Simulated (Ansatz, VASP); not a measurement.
## One calculation of Zr, two programs

```xyz
2
Lattice="3.2103 0.0000 0.0000 -1.6052 2.7802 0.0000 0.0000 0.0000 5.1125" Properties=species:S:1:pos:R:3 pbc="T T T"
Zr    0.0000    1.8535    1.2781
Zr    1.6052    0.9267    3.8343
```

Change from the starting cell: volume scaled by 0.98, crystal datasets.

Alike in both runs: task electric field gradients; functional PBE; k mesh 13 × 13 × 7; occupations fermi-dirac, width 0.08 eV; no spin polarisation.

|  | VASP | Ansatz |
| --- | --- | --- |
| version | VASP 6.6.1 | Ansatz 0.2.0 |
| potentials or method | VASP PAW PBE potentials, release 64 (Zr_sv), cutoff 520 eV | all-electron PAW with datasets made for the crystal, scalar-relativistic |

VASP gave:

| Property | Result |
| --- | --- |
| pressure (GPa) | 2.5 |
| traceless stress, the component that is largest in VASP (GPa) | 0.56 |
| size of Vzz on the site where it differs most (V/Å²) | 43.7 |

Question: Estimate Ansatz's values.

Answer: Pressure (GPa): 2.5; traceless stress, the component that is largest in VASP (GPa): 0.56; size of Vzz on the site where it differs most (V/Å²): 44.1.

Ansatz ran all-electron here, and VASP with PAW potentials.
